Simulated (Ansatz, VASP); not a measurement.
## Ru in VASP and in Ansatz

Contents of INCAR:

```
  ALGO = Normal
  EDIFF = 1E-6
  ENCUT = 500
  GGA = PE
  GGA_COMPAT = False
  ISIF = 2
  ISMEAR = 0
  LASPH = True
  LCHARG = False
  LREAL = False
  LWAVE = False
  NBANDS = 21
  NELM = 120
  PREC = Accurate
  SIGMA = 0.15
```

KPOINTS

```
k-points
0
Gamma
  24 24 12
```

POSCAR

```
Ru
1.0
    2.7869733142      0.0000000000      0.0000000000
   -1.3934866571      2.4135896898      0.0000000000
    0.0000000000      0.0000000000      4.2819000000
Ru
2
Direct
    0.3333333333      0.6666666667      0.2500000000
    0.6666666667      0.3333333333      0.7500000000
```

Input for Ansatz:

```yaml
crystal:
  lattice:
    - [2.7869733142, 0.0, 0.0]
    - [-1.3934866571, 2.4135896898, 0.0]
    - [0.0, 0.0, 4.2819]
  atoms:
    - { symbol: Ru, position: [0.3333333333, 0.6666666667, 0.25] }
    - { symbol: Ru, position: [0.6666666667, 0.3333333333, 0.75] }
basis:
  ecutwfc: 420
kpoints:
  mp_grid: { grid: [24, 24, 12] }
hamiltonian:
  xc: pbe
scf:
  occupations: { method: gaussian, width: 0.15 }
output:
  forces: true
  stress: true
  eigenvalues: true
```

Change from the starting cell: strain +0.030 along x and y, +0.000 along z, atoms carried along.

Alike in both runs: task single point; functional PBE; k mesh 24 × 24 × 12; occupations gaussian, width 0.15 eV; no spin polarisation.

|  | VASP | Ansatz |
| --- | --- | --- |
| version | VASP 6.6.1 | Ansatz 0.2.0 |
| potentials or method | VASP PAW PBE potentials, release 64 (Ru_pv), cutoff 500 eV | scalar-relativistic, plane waves, PAW |
| valence electrons in the cell | 28 | 32 |

|  | VASP | Ansatz | Ansatz less VASP |
| --- | --- | --- | --- |
| gap on the k mesh at the Fermi level (eV) | none | none | - |
| pressure (GPa) | -12.1 | -12.0 | +0.08 |
| traceless stress, the component that is largest in VASP (GPa) | 5.93 | 5.94 | +0.008 |

A gap of «none» marks a metal or a gap that the smearing closes. VASP's potentials hold 28 valence electrons a cell and Ansatz's 32, so a difference there can come from the potentials and not from the codes.
